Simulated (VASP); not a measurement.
Set up this calculation in VASP 6.6.1, as the native input.

```yaml
Task: single point
Functional: PBE
Potentials_or_basis: VASP PAW PBE potentials, release 64 (Co, Si)
Cutoff: 520 eV
k_mesh: 10 × 10 × 8
Occupations: fermi-dirac, width 0.08 eV
Spin: no spin polarisation
Dipole_correction: no
Further_INCAR_settings: ALGO = Normal; EDIFF = 1e-07; NBANDS = 16
```

The structure of CoSi2 (AlB2 type) lies in POSCAR:

```
CoSi2
1.0
    3.5307847387      0.0000000000      0.0000000000
   -1.7653923693      3.0577492790      0.0000000000
    0.0000000000      0.0000000000      2.1610599751
Co Si
1 2
Direct
    0.0000000000      0.0000000000      0.0000000000
    0.3333333333      0.6666666667      0.5000000000
    0.6666666667      0.3333333333      0.5000000000
```

This cell differs from its parent crystal: volume scaled by 0.62.

These files were run (other wordings do the same):

INCAR

```
  PREC = Accurate
  ENCUT = 520
  EDIFF = 1E-7
  ISMEAR = -1
  SIGMA = 0.08
  LREAL = F
  LASPH = T
  NELM = 100
  ALGO = Normal
  ISIF = 2
  LWAVE = F
  LCHARG = F
  GGA = PE
  NBANDS = 16
```

KPOINTS

```
Automatic mesh
0
Gamma
  10 10 8
```

Potentials or basis: VASP PAW PBE potentials, release 64 (Co, Si).

Command:

```bash
$ cat potpaw_PBE.64/Co/POTCAR potpaw_PBE.64/Si/POTCAR > POTCAR
$ mpirun -np 1 vasp_std > vasp.out
```

It gave:

```yaml
Pressure: 202.0 GPa
```

Caveat: the k points lie up to 0.36 Å⁻¹ apart.

Wall time 39 s on 1 thread of Intel(R) Xeon(R) Platinum 8488C (Sapphire Rapids), on a shared host, peak memory 0.15 GiB.
